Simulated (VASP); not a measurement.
NaCl, 2 atoms in the cell. Symmetry: I4/mmm, No. 139, tetragonal system. Conventional cell: a = 4.005 Å, b = 4.005 Å, c = 5.210 Å, α = 90.00°, β = 90.00°, γ = 90.00°. Na (site symmetry 4/mmm) has 6 Cl at 2.61 to 2.83 Å within 3.4 Å. Within 3.4 Å of Cl (site symmetry 4/mmm) lie 6 Na at 2.61 to 2.83 Å.  This cell differs from its parent crystal: strain +0.000 along x and y, -0.080 along z.

| Item | Value |
| --- | --- |
| Program | VASP 6.6.1 |
| Task | single point |
| Functional | r2SCAN |
| Potentials or basis | VASP PAW PBE potentials, release 64 (Na_pv, Cl) |
| Cutoff | 520 eV |
| k mesh | 8 × 8 × 8 |
| Occupations | gaussian, width 0.05 eV |
| Spin | no spin polarisation |
| Dipole correction | no |
| Further INCAR settings | ALGO = Normal; EDIFF = 1e-07; NBANDS = 14 |

Potentials or basis: VASP PAW PBE potentials, release 64 (Na_pv, Cl).

Launch:

```bash
$ cat potpaw_PBE.64/Na_pv/POTCAR potpaw_PBE.64/Cl/POTCAR > POTCAR
$ cp INCAR.step1 INCAR
$ mpirun -np 1 vasp_std > vasp.out
$ cp INCAR.step2 INCAR
$ mpirun -np 1 vasp_std > vasp.out
```

Hardware: 1 thread of AMD EPYC 7R13 Processor (Zen 3), with other jobs on the host.

Question: How long does it take, and how much memory?

Answer: It took 3.4 min on 1 thread of AMD EPYC 7R13 Processor (Zen 3), on a shared host, peak memory 0.15 GiB. Counts: k points 59.
